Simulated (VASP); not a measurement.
# Hf (Fm-3m) in VASP: notebook, part 2 of 2

VASP 6.6.1. The steps go on from the part before.

## 3. Single point, revPBE

This run uses another cell than the first one, of 23.00 Å³/atom, 1.021 times its volume.

INCAR reads:

```
ALGO = Normal
EDIFF = 1E-6
ENCUT = 520
GGA = RE
ISIF = 2
ISMEAR = -1
LASPH = T
LCHARG = T
LELF = T
LREAL = F
LVHAR = T
LWAVE = F
NBANDS = 11
NELM = 100
PREC = Accurate
SIGMA = 0.05
```

KPOINTS reads:

```
k-points
0
Gamma
  10 10 10
```

POSCAR reads:

```
Hf
1.0
    0.0000000000      2.2571434845      2.2571434845
    2.2571434845      0.0000000000      2.2571434845
    2.2571434845      2.2571434845      0.0000000000
Hf
1
Direct
    0.0000000000      0.0000000000      0.0000000000
```

Potentials or basis: VASP PAW PBE potentials, release 64 (Hf_pv).

On the command line:

```
cat potpaw_PBE.64/Hf_pv/POTCAR > POTCAR
mpirun -np 1 vasp_std > vasp.out
```

OUTCAR:

```text
EDIFF = 1E-6
   ENCUT = 520
   GGA = RE
   ISIF = 2
   ISMEAR = -1
   LASPH = T
   LREAL = F
   NELM = 100
   PREC = Accurate

 ion  position               nearest neighbor table
   1  0.000  0.000  0.000-

  LATTYP: Found a face centered cubic cell.
 ALAT       =     4.5142869690

  Lattice vectors:

 A1 = (   0.0000000000,   2.2571434845,   2.2571434845)
 A2 = (   2.2571434845,   0.0000000000,   2.2571434845)
 A3 = (   2.2571434845,   2.2571434845,   0.0000000000)

Analysis of symmetry for initial positions (statically):
[... 507 lines left out ...]
      5       3.2207      2.00000
      6       5.4322      0.00000
      7       8.6212      0.00000
      8       9.5645      0.00000
      9      10.6253      0.00000
     10      15.9769      0.00000
     11      17.6285      0.00000

 [... further k-points ...]
[... 5 lines left out ...]
  --------------------------------------------------------------------------------------
  -------------------------------------------------------------------------------------
  Total       -0.0714334     -0.0714334     -0.0714334      0.0000000      0.0000000      0.0000000
  in kB       -4.9762769     -4.9762769     -4.9762769      0.0000000      0.0000000      0.0000000
  external PRESSURE =      -4.9762769 kB  Pullay stress =       0.0000000 kB

 VOLUME and BASIS-vectors are now :
 -----------------------------------------------------------------------------
  energy-cutoff  :      520.00
  volume of cell :       23.00
      direct lattice vectors                 reciprocal lattice vectors
     0.000000000  2.257143484  2.257143484    -0.221518926  0.221518926  0.221518926
     2.257143484  0.000000000  2.257143484     0.221518926 -0.221518926  0.221518926
     2.257143484  2.257143484  0.000000000     0.221518926  0.221518926 -0.221518926

 POSITION                                       TOTAL-FORCE (eV/Angst)
 -----------------------------------------------------------------------------------
      0.00000      0.00000      0.00000         0.000000     -0.000000     -0.000000
 -----------------------------------------------------------------------------------
    total drift:                               -0.000000      0.000000     -0.000000

  FREE ENERGIE OF THE ION-ELECTRON SYSTEM (eV)
  ---------------------------------------------------
  free  energy   TOTEN  =        -9.5202608202 eV

  energy  without entropy=       -9.5073350559  energy(sigma->0) =       -9.51379794
```

OSZICAR:

```text
N       E                     dE             d eps       ncg     rms          rms(c)
DAV:   1     0.130799739643E+02    0.13080E+02   -0.58101E+03  1034   0.836E+02
DAV:   2    -0.934253326305E+01   -0.22423E+02   -0.21781E+02  1342   0.154E+02
DAV:   3    -0.985165057288E+01   -0.50912E+00   -0.50512E+00  1324   0.153E+01
DAV:   4    -0.985380325213E+01   -0.21527E-02   -0.21525E-02  1177   0.120E+00
DAV:   5    -0.985381525819E+01   -0.12006E-04   -0.12006E-04  1319   0.800E-02    0.452E+01
DAV:   6    -0.960493396596E+01    0.24888E+00   -0.21723E-01  1130   0.353E+00    0.269E+01
DAV:   7    -0.952559034141E+01    0.79344E-01   -0.33848E-01  1178   0.430E+00    0.118E+00
DAV:   8    -0.952023098611E+01    0.53594E-02   -0.26560E-02  1178   0.119E+00    0.618E-01
DAV:   9    -0.952025822702E+01   -0.27241E-04   -0.50681E-04  1220   0.190E-01    0.709E-02
DAV:  10    -0.952026059691E+01   -0.23699E-05   -0.38985E-05  1241   0.489E-02    0.748E-02
DAV:  11    -0.952026082021E+01   -0.22330E-06   -0.51002E-06  1217   0.168E-02
   1 F= -.95202608E+01 E0= -.95137979E+01  d E =-.129258E-01
```

Run time: 12 s. Hardware: 1 thread of Intel Xeon 8259CL, shared host; peak memory 0.14 GiB.

Results:

- Free energy: -9.5203 eV
- Pressure: -0.5 GPa
- Band gap on the k mesh: zero (band 5 reaches 6.03 eV, above the bottom of band 6 at 4.24 eV)

Caveat: the PAW data sets were made with another functional, which shifts forces and pressure a little; spin-orbit coupling is left out, which moves the levels of the heavy elements.

## 4. Single point, RPBE

This run uses another cell than the first one, of 23.19 Å³/atom, 1.030 times its volume.

INCAR reads:

```
  PREC = Accurate
  ENCUT = 520
  EDIFF = 1E-6
  ISMEAR = -1
  SIGMA = 0.05
  LREAL = F
  LASPH = T
  NELM = 100
  ALGO = Normal
  ISIF = 2
  LWAVE = F
  LCHARG = F
  GGA = RP
  NBANDS = 11
```

KPOINTS reads:

```
Automatic mesh
0
Gamma
  10 10 10
```

POSCAR reads:

```
Hf
1.0
    0.0000000000      2.2633865546      2.2633865546
    2.2633865546      0.0000000000      2.2633865546
    2.2633865546      2.2633865546      0.0000000000
Hf
1
Direct
    0.0000000000      0.0000000000      0.0000000000
```

On the command line:

```
cat potpaw_PBE.64/Hf_pv/POTCAR > POTCAR
mpirun -np 1 vasp_std > vasp.out
```

It took 11 s on 1 thread of Intel Xeon 8259CL, shared host; peak memory 0.14 GiB.

It converged, with:

* Free energy: -9.4392 eV
* Pressure: -0.5 GPa
* Band gap on the k mesh: zero (band 5 reaches 6.01 eV, above the bottom of band 6 at 4.22 eV)

Levels at points of the mesh, in eV from the Fermi level:
```
           k point  band 1  band 2  band 3  band 4  band 5  band 6  band 7  band 8  band 9  band 10
(0.00, 0.00, 0.00)  -30.18  -30.18  -30.18   -7.08    1.42    1.42    1.42    4.09    4.09    11.14
(0.50, 0.00, 0.00)  -30.89  -30.28  -30.28   -3.52    0.43    1.21    1.21    6.09    6.09     8.98
(0.50, 0.50, 0.00)  -30.85  -30.44  -30.44   -3.09   -1.99    2.31    6.11    6.67    6.67     9.60
```

Caveat: the PAW data sets were made with another functional, which shifts forces and pressure a little; spin-orbit coupling is left out, which moves the levels of the heavy elements.

## 5. Single point, BLYP

This run uses another cell than the first one, of 23.10 Å³/atom, 1.026 times its volume.

INCAR reads:

```
SYSTEM = Hf
PREC = Accurate
ENCUT = 520
EDIFF = 1E-6
ISMEAR = -1
SIGMA = 0.05
LREAL = .FALSE.
LASPH = .TRUE.
NELM = 100
ALGO = Fast
ISIF = 2
LWAVE = .FALSE.
LCHARG = .TRUE.
GGA = B5
ALDAX = 1.0
AGGAX = 1.0
AGGAC = 1.0
ALDAC = 0.0
LELF = .TRUE.
LVHAR = .TRUE.
NBANDS = 11
```

KPOINTS reads:

```
regular mesh
0
G
  10 10 10
  0 0 0
```

POSCAR reads:

```
Hf
1.0
    0.0000000000      2.2604973388      2.2604973388
    2.2604973388      0.0000000000      2.2604973388
    2.2604973388      2.2604973388      0.0000000000
Hf
1
Direct
    0.0000000000      0.0000000000      0.0000000000
```

On the command line:

```
cat potpaw_PBE.64/Hf_pv/POTCAR > POTCAR
mpirun -np 1 vasp_std > vasp.out
```

It took 26 s on 1 thread of Intel Xeon 8259CL, shared host; peak memory 0.14 GiB.

Results (log left out):

| Quantity | Value |
| --- | --- |
| Free energy | -8.5599 eV |
| Pressure | 0.0 GPa |
| Band gap on the k mesh | zero (band 5 reaches 6.32 eV, above the bottom of band 6 at 4.66 eV) |

Levels at points of the mesh, in eV from the Fermi level:
| k point | band 2 | band 3 | band 4 | band 5 | band 6 | band 7 | band 8 | band 9 |
| --- | --- | --- | --- | --- | --- | --- | --- | --- |
| (0.00, 0.00, 0.00) | -30.06 | -30.06 | -6.98 | 1.26 | 1.26 | 1.26 | 3.89 | 3.89 |
| (0.50, 0.00, 0.00) | -30.16 | -30.16 | -3.54 | 0.69 | 1.07 | 1.07 | 5.89 | 5.89 |
| (0.50, 0.50, 0.00) | -30.33 | -30.33 | -3.10 | -2.09 | 2.53 | 5.89 | 6.47 | 6.47 |

Caveat: the PAW data sets were made with another functional, which shifts forces and pressure a little; spin-orbit coupling is left out, which moves the levels of the heavy elements.

## 6. Summary

```tsv
level	cell	gap on the mesh (eV)	pressure (GPa)
PBE	a = 3.170 Å, angles 60.0°, 1 atom	none	-0.5
revPBE	a = 3.192 Å, angles 60.0°, 1 atom	none	-0.5
RPBE	a = 3.201 Å, angles 60.0°, 1 atom	none	-0.5
BLYP	a = 3.197 Å, angles 60.0°, 1 atom	none	0.0
```

Alike in all rows: task single point; potentials or basis VASP PAW PBE potentials, release 64 (Hf_pv); no spin polarisation; k mesh 10 × 10 × 10; cutoff (eV) 520; smearing fermi-dirac 0.05 eV.

Caveats: spin-orbit coupling is left out, which moves the levels of the heavy elements; the PAW data sets were made with another functional, which shifts forces and pressure a little (some runs).

Absolute energies hang on the potentials; compare differences alone.
